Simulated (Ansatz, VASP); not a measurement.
**Mo: VASP beside Ansatz**

INCAR

```
SYSTEM = Mo
ALGO = Normal
EDIFF = 1E-7
ENCUT = 520
GGA = PE
ISIF = 2
ISMEAR = 0
LASPH = .TRUE.
LCHARG = .FALSE.
LREAL = .FALSE.
LWAVE = .FALSE.
NBANDS = 13
NELM = 100
PREC = Accurate
SIGMA = 0.1
```

KPOINTS

```
k-points
0
G
  18 18 16
  0 0 0
```

The input POSCAR:

```
Mo
1.0
    2.6954625250      0.0000000000      0.0000000000
   -1.3477312625      2.3343390216      0.0000000000
    0.0000000000      0.0000000000      2.5944282756
Mo
1
Direct
    0.0000000000      0.0000000000      0.5000000000
```

Input for Ansatz:

```yaml
crystal:
  lattice:
    - [2.695462525, 0.0, 0.0]
    - [-1.3477312625, 2.3343390216, 0.0]
    - [0.0, 0.0, 2.5944282756]
  atoms:
    - { symbol: Mo, position: [0.0, 0.0, 0.5] }
basis:
  ecutwfc: 420
kpoints:
  mp_grid: { grid: [18, 18, 16] }
hamiltonian:
  xc: pbe
scf:
  occupations: { method: gaussian, width: 0.1 }
output:
  forces: true
  stress: true
  eigenvalues: true
  populations: true
```

Alike in both runs: task single point; functional PBE; k mesh 18 × 18 × 16; occupations gaussian, width 0.1 eV; no spin polarisation.

```csv
,VASP,Ansatz
version,VASP 6.6.1,Ansatz 0.2.0
potentials or method,"VASP PAW PBE potentials, release 64 (Mo_sv), cutoff 520 eV","scalar-relativistic, plane waves, PAW"
valence electrons in the cell,14,14
```

```tsv
	VASP	Ansatz	Ansatz less VASP
gap on the k mesh at the Fermi level (eV)	none	none	-
pressure (GPa)	7.6	7.1	-0.54
traceless stress, the component that is largest in VASP (GPa)	-11.96	-11.99	-0.026
```

A gap of «none» marks a metal or a gap that the smearing closes. The functional is the same, so the differences come from potentials, cutoffs and numerics.
